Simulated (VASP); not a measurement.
# HfN (Fm-3m) in VASP: a series of runs

The runs below take HfN through relaxation of cell and atoms, single point, with r2SCAN+D4, RPBE.

Program: VASP 6.6.1. These are calculated values, not measurements. Logs are shortened: lines on timing, memory, paths and dates and some standing lists are left out, and cuts for length are marked.

### Step 1. The cell of the first run

Symmetry: Fm-3m, No. 225, cubic system. The conventional cell has a = 4.512 Å, b = 4.512 Å, c = 4.512 Å, α = 90.00°, β = 90.00°, γ = 90.00°. Hf (site symmetry m-3m) has 6 N at 2.26 Å within 3.0 Å. N (site symmetry m-3m) has 6 Hf at 2.26 Å within 3.0 Å.

### Step 2. Relaxation of cell and atoms, r2SCAN+D4

The input, POSCAR:

```
HfN
1.0
    0.0000000000      2.2560000000      2.2560000000
    2.2560000000      0.0000000000      2.2560000000
    2.2560000000      2.2560000000      0.0000000000
Hf N
1 1
Direct
    0.0000000000      0.0000000000      0.0000000000
    0.5000000000      0.5000000000      0.5000000000
```

The input, INCAR.step1:

```
PREC = Accurate
ENCUT = 660
ISMEAR = -1
SIGMA = 0.05
LREAL = False
LASPH = True
NELM = 120
GGA = PE
ALGO = Normal
EDIFF = 1E-5
LWAVE = True
LCHARG = False
GGA_COMPAT = False
IBRION = 2
ISIF = 3
EDIFFG = -0.005
NELMIN = 4
NSW = 100
```

The input, INCAR.step2:

```
PREC = Accurate
ENCUT = 660
EDIFF = 1E-7
ISMEAR = -1
SIGMA = 0.05
LREAL = False
LASPH = True
NELM = 120
ALGO = Normal
ISIF = 3
LWAVE = False
LCHARG = False
METAGGA = R2SCAN
LMIXTAU = True
IVDW = 13
VDW_S6 = 1.0
VDW_S8 = 0.6018749
VDW_A1 = 0.51559235
VDW_A2 = 5.77342911
IBRION = 2
NSW = 80
EDIFFG = -0.005
ISTART = 1
GGA_COMPAT = False
NELMIN = 4
```

The input, KPOINTS:

```
Automatic mesh
0
Gamma
  10 10 10
```

Potentials or basis: VASP PAW PBE potentials, release 64 (Hf_pv, N).

On the command line:

```console
cat potpaw_PBE.64/Hf_pv/POTCAR potpaw_PBE.64/N/POTCAR > POTCAR
cp INCAR.step1 INCAR
mpirun -np 1 vasp_std > vasp.out
cp INCAR.step2 INCAR
mpirun -np 1 vasp_std > vasp.out
```

OUTCAR:

```text
PREC = Accurate
   ENCUT = 660
   EDIFF = 1E-7
   ISMEAR = -1
   LREAL = False
   LASPH = True
   NELM = 120
   ISIF = 3
   METAGGA = R2SCAN
   IVDW = 13
   IBRION = 2
   NSW = 80
   EDIFFG = -0.005
   ISTART = 1
   NELMIN = 4

 ion  position               nearest neighbor table
   1  0.000  0.000  0.000-   2 2.26   2 2.26   2 2.26   2 2.26   2 2.26   2 2.26
   2  0.500  0.500  0.500-   1 2.26   1 2.26   1 2.26   1 2.26   1 2.26   1 2.26

  LATTYP: Found a face centered cubic cell.
 ALAT       =     4.5120000000

  Lattice vectors:

 A1 = (   0.0000000000,   2.2560000000,   2.2560000000)
 A2 = (   2.2560000000,   0.0000000000,   2.2560000000)
 A3 = (   2.2560000000,   2.2560000000,   0.0000000000)

Analysis of symmetry for initial positions (statically):
=====================================================================
 Subroutine PRICEL returns:
 Original cell was already a primitive cell.

 Routine SETGRP: Setting up the symmetry group for a
 face centered cubic supercell.

 Subroutine GETGRP returns: Found 48 space group operations
 (whereof 48 operations were pure point group operations)
 out of a pool of 48 trial point group operations.

The static configuration has the point symmetry O_h .

Analysis of symmetry for dynamics (positions and initial velocities):
=====================================================================
 Subroutine PRICEL returns:
 Original cell was already a primitive cell.

 Routine SETGRP: Setting up the symmetry group for a
 face centered cubic supercell.

 Subroutine GETGRP returns: Found 48 space group operations
 (whereof 48 operations were pure point group operations)
 out of a pool of 48 trial point group operations.

The dynamic configuration has the point symmetry O_h .

 Subroutine INISYM returns: Found 48 space group operations
 (whereof 48 operations are pure point group operations),
 and found     1 'primitive' translations

----------------------------------------------------------------------------------------

                                     Primitive cell

  volume of cell :      22.9640

  direct lattice vectors                    reciprocal lattice vectors
     0.000000000  2.256000000  2.256000000    -0.221631206  0.221631206  0.221631206
     2.256000000  0.000000000  2.256000000     0.221631206 -0.221631206  0.221631206
     2.256000000  2.256000000  0.000000000     0.221631206  0.221631206 -0.221631206

  length of vectors
     3.190465797  3.190465797  3.190465797     0.383876509  0.383876509  0.383876509

  position of ions in fractional coordinates (direct lattice)
     0.000000000  0.000000000  0.000000000
     0.500000000  0.500000000  0.500000000

  ion indices of the primitive-cell ions
   primitive index   ion index
                 1           1
                 2           2

----------------------------------------------------------------------------------------

 KPOINTS: Automatic mesh

Automatic generation of k-mesh.
 Grid dimensions read from file:
 generate k-points for:   10   10   10

 Generating k-lattice:

  Cartesian coordinates                     Fractional coordinates (reciprocal lattice)
    -0.022163121  0.022163121  0.022163121     0.100000000  0.000000000  0.000000000
     0.022163121 -0.022163121  0.022163121     0.000000000  0.100000000  0.000000000
     0.022163121  0.022163121 -0.022163121     0.000000000  0.000000000  0.100000000

  Length of vectors
     0.038387651  0.038387651  0.038387651

  Shift w.r.t. Gamma in fractional coordinates (k-lattice)
     0.000000000  0.000000000  0.000000000

 Subroutine IBZKPT returns following result:
 ===========================================

 Found     47 irreducible k-points:

 Following reciprocal coordinates:
            Coordinates               Weight
  0.000000  0.000000  0.000000      1.000000
  0.100000  0.000000  0.000000      8.000000
  0.200000  0.000000  0.000000      8.000000
  0.300000  0.000000  0.000000      8.000000
  0.400000  0.000000  0.000000      8.000000
  0.500000  0.000000  0.000000      4.000000
[... 16 lines left out ...]
  0.300000  0.300000  0.000000      6.000000
  0.400000  0.300000  0.000000     24.000000
 [... further k-points ...]
   k-points           NKPTS =     47   k-points in BZ     NKDIM =     47   number of bands    NBANDS=     11
   number of dos      NEDOS =    301   number of ions     NIONS =      2
   total plane-waves  NPLWV =  21952
   dimension x,y,z NGX =    28 NGY =   28 NGZ =   28
   dimension x,y,z NGXF=    56 NGYF=   56 NGZF=   56
   ions per type =               1   1
   NGX,Y,Z   is equivalent  to a cutoff of  14.59, 14.59, 14.59 a.u.
   NGXF,Y,Z  is equivalent  to a cutoff of  29.18, 29.18, 29.18 a.u.
 SYSTEM =  unknown system
   PREC   = accura    normal or accurate (medium, high low for compatibility)
   ISTART =      1    job   : 0-new  1-cont  2-samecut
   ICHARG =      0    charge: 1-file 2-atom 10-const
   ISPIN  =      1    spin polarized calculation?
   LNONCOLLINEAR =      F non collinear calculations
   LSORBIT =      F    spin-orbit coupling
   LASPH  =      T    aspherical Exc in radial PAW
   ENCUT  =  660.0 eV  48.51 Ry    6.96 a.u.   6.68  6.68  6.68*2*pi/ulx,y,z
   NELM   =    120;   NELMIN=  4; NELMDL=  0     # of ELM steps
   EDIFF  = 0.1E-06   stopping-criterion for ELM
   LREAL  =      F    real-space projection
   EDIFFG = -.5E-02   stopping-criterion for IOM
   NSW    =     80    number of steps for IOM
   IBRION =      2    ionic relax: 0-MD 1-quasi-New 2-CG
   NFREE  =      1    steps in history (QN), initial steepest desc. (CG)
   ISIF   =      3    stress and relaxation
   ISYM   =      2    0-nonsym 1-usesym 2-fastsym
   POTIM  = 0.5000    time-step for ionic-motion
   TEBEG  =    0.0;   TEEND  =   0.0 temperature during run
   PSTRESS=    0.0 pullay stress
   NELECT =      15.0000    total number of electrons
   NUPDOWN=      -1.0000    fix difference up-down
   EMIN   =  10.00;   EMAX   =-10.00  energy-range for DOS
   EFERMI =   0.00;   METHOD = LEGACY
   ISMEAR =    -1;   SIGMA  =   0.05  broadening in eV -4-tet -1-fermi 0-gaus
   EFERMI_NEDOS =   21; number of points for ismear=-14 and -15
   IALGO  =     38    algorithm
   IMIX   =      4    mixing-type and parameters
     AMIX     =   0.40;   BMIX     =  1.00
     AMIX_MAG =   1.60;   BMIX_MAG =  1.00
  volume/ion in A,a.u.               =      11.48        77.48
  Fermi-wavevector in a.u.,A,eV,Ry     =   1.420440  2.684242 27.451783  2.017649
  Thomas-Fermi vector in A             =   2.541355
   LORBIT       =      0    0 simple, 1 ext, 2 COOP (PROOUT), +10 PAW based schemes
   METAGGA = R2SCAN    functional components
   LHFCALC =     F    Hartree Fock is set to
   AEXX    =    0.0000 exact exchange contribution
   IVDW    =    13    specifies the selected vdW correction
   LEPSILON=     F    determine dielectric tensor
   LRPA    =     F    only Hartree local field effects (RPA)
 conjugate gradient relaxation of ions
 non-spin polarized calculation
  energy-cutoff  :      660.00
  volume of cell :       22.96
 maximum number of plane-waves:       903
   NGX = 13   NGY = 13   NGZ = 13

--------------------------------------- Ionic step        1  -------------------------------------------

 number of electron      15.0000002 magnetization

 Free energy of the ion-electron system (eV)
  ---------------------------------------------------
  ext. energy  EPLUGINS =         0.00000000
  ---------------------------------------------------
  free energy    TOTEN  =       -58.23133533 eV

  energy without entropy =      -58.22489187  energy(sigma->0) =      -58.22811360

------------------------ aborting loop because EDIFF is reached ----------------------------------------

  DFT-D4 for vdW energy calculation

  Edisp (eV):   -0.20806

  FORCE on cell =-STRESS in cart. coord.  units (eV):
  Direction    XX          YY          ZZ          XY          YZ          ZX
  --------------------------------------------------------------------------------------
  -------------------------------------------------------------------------------------
  Total      -0.25401    -0.25401    -0.25401     0.00000     0.00000     0.00000
  in kB     -17.72219   -17.72219   -17.72219     0.00000     0.00000     0.00000
  external pressure =      -17.72 kB  Pullay stress =        0.00 kB
[... 101 lines left out ...]
  energy  without entropy=      -58.4336911413  energy(sigma->0) =      -58.43690116

--------------------------------------- Ionic step        4  -------------------------------------------

 number of electron      15.0000002 magnetization

 Free energy of the ion-electron system (eV)
  ---------------------------------------------------
  ext. energy  EPLUGINS =         0.00000000
  ---------------------------------------------------
  free energy    TOTEN  =       -58.23054024 eV

  energy without entropy =      -58.22412148  energy(sigma->0) =      -58.22733086

 E-fermi :   8.6556     XC(G=0): -13.6198

 val. band max:        8.6167815160   @ k =  -0.4000   0.3000   0.0000
 cond. band min:       8.6575141967   @ k =  -0.1000   0.1000   0.0000
 fundamental gap:      0.0407326807
 Fermi energy:         8.6555670784

 k-point     1 :       0.0000    0.0000    0.0000
  band No.  band energies     occupation
      1     -23.8690      2.00000
      2     -23.8690      2.00000
      3     -23.8690      2.00000
      4     -10.1439      2.00000
      5       5.1777      2.00000
      6       5.1777      2.00000
      7       5.1777      2.00000
      8       8.2779      1.99895
      9       8.2779      1.99895
     10       8.2779      1.99895
     11      10.7867      0.00000
[... 309 lines left out ...]
 k-point    24 :       0.4000    0.3000    0.0000
  band No.  band energies     occupation
      1     -24.5664      2.00000
      2     -24.1397      2.00000
      3     -24.1097      2.00000
      4      -8.7649      2.00000
      5       1.4971      2.00000
      6       3.5956      2.00000
      7       4.0374      2.00000
      8       6.0175      2.00000
      9      12.8128      0.00000
     10      13.3922      0.00000
     11      13.5124      0.00000

 [... further k-points ...]

------------------------ aborting loop because EDIFF is reached ----------------------------------------

  DFT-D4 for vdW energy calculation

  Edisp (eV):   -0.20957

  FORCE on cell =-STRESS in cart. coord.  units (eV):
  Direction    XX          YY          ZZ          XY          YZ          ZX
  --------------------------------------------------------------------------------------
  -------------------------------------------------------------------------------------
  Total      -0.00019    -0.00019    -0.00019     0.00000     0.00000     0.00000
  in kB      -0.01338    -0.01338    -0.01338     0.00000     0.00000     0.00000
  external pressure =       -0.01 kB  Pullay stress =        0.00 kB
[... 17 lines left out ...]
  FREE ENERGIE OF THE ION-ELECTRON SYSTEM (eV)
  ---------------------------------------------------
  free  energy   TOTEN  =       -58.4401106070 eV

  energy  without entropy=      -58.4336918526  energy(sigma->0) =      -58.43690123

 reached required accuracy - stopping structural energy minimisation
```

It took 2.2 min on 1 thread of Intel Xeon 6975P-C (Granite Rapids), shared host; peak memory 0.2 GiB.

What came out:

```yaml
Free_energy: -58.4401 eV
Relaxed_volume: 11.41 Å³/atom
Relaxed_cell: a = 3.184 Å, b = 3.184 Å, c = 3.184 Å, α = 60.00°, β = 60.00°, γ = 60.00°
Space_group_after_relaxing_to_0.1_Å: Fm-3m (No. 225)
Energy_gained_by_relaxing: 0.4 meV/atom
Ionic_steps: 4
Pressure_after_relaxing: 0.0 GPa
Band_gap_on_the_k_mesh: zero (an odd number of electrons rules out a gap without spin polarisation)
Dispersion_energy_per_atom: -0.105 eV
```

The path:
```
step  energy change (eV)  largest force (eV/Å)  pressure (GPa)  volume (Å³)
   1              0.0000                0.0000           -1.77        22.96
   2              0.0026                0.0000            3.71        22.54
   3             -0.0007                0.0000           -0.10        22.83
   4             -0.0007                0.0000            0.00        22.82
```

Final structure:
```yaml
crystal:
  lattice:
    - [0.00000, 2.25140, 2.25140]
    - [2.25140, 0.00000, 2.25140]
    - [2.25140, 2.25140, 0.00000]
  atoms:
    - { symbol: Hf, position: [0.00000, 0.00000, 0.00000] }
    - { symbol: N, position: [0.50000, 0.50000, 0.50000] }
```

Levels at points of the mesh, in eV from the Fermi level:
| k point | band 5 | band 6 | band 7 | band 8 | band 9 | band 10 | band 11 |
| --- | --- | --- | --- | --- | --- | --- | --- |
| (0.00, 0.00, 0.00) | -3.48 | -3.48 | -3.48 | -0.38 | -0.38 | -0.38 | 2.13 |
| (0.50, 0.00, 0.00) | -9.44 | -6.74 | -6.74 | 3.40 | 3.80 | 3.80 | 4.64 |
| (0.50, 0.50, 0.00) | -5.97 | -4.18 | -4.18 | -3.97 | 4.16 | 5.61 | 5.61 |

Caveat: the PAW data sets were made with another functional, which shifts forces and pressure a little; spin-orbit coupling is left out, which moves the levels of the heavy elements.

### Step 3. Single point, RPBE

The input, INCAR:

```
ALGO = Normal
EDIFF = 1E-6
ENCUT = 600
GGA = RP
GGA_COMPAT = False
ISIF = 2
ISMEAR = -1
LASPH = True
LCHARG = True
LELF = True
LREAL = False
LVHAR = True
LWAVE = False
NBANDS = 14
NELM = 120
PREC = Accurate
SIGMA = 0.05
```

The input, KPOINTS:

```
k-points
0
Gamma
  10 10 10
```

POSCAR is that of step 2.

Potentials or basis: VASP PAW PBE potentials, release 64 (Hf_pv, N).

On the command line:

```console
cat potpaw_PBE.64/Hf_pv/POTCAR potpaw_PBE.64/N/POTCAR > POTCAR
mpirun -np 1 vasp_std > vasp.out
```

Run time: 14 s. Hardware: 1 thread of AMD EPYC 9R45 (Zen 5), shared host; peak memory 0.14 GiB.

Results (log left out):

- Free energy: -20.7512 eV
- Pressure: 8.7 GPa
- Band gap on the k mesh: zero (an odd number of electrons rules out a gap without spin polarisation)

Levels at points of the mesh, in eV from the Fermi level:
```csv
k point,band 4,band 5,band 6,band 7,band 8,band 9,band 10,band 11,band 12,band 13
"(0.00, 0.00, 0.00)",-17.67,-3.11,-3.11,-3.11,-0.38,-0.38,-0.38,1.76,1.95,1.95
"(0.50, 0.00, 0.00)",-14.95,-8.97,-6.26,-6.26,3.26,3.70,3.70,4.37,8.85,8.85
"(0.50, 0.50, 0.00)",-16.58,-5.50,-3.86,-3.77,-3.77,4.09,5.52,5.52,5.58,8.05
```

Caveat: the cell stands under pressure; the PAW data sets were made with another functional, which shifts forces and pressure a little; spin-orbit coupling is left out, which moves the levels of the heavy elements.
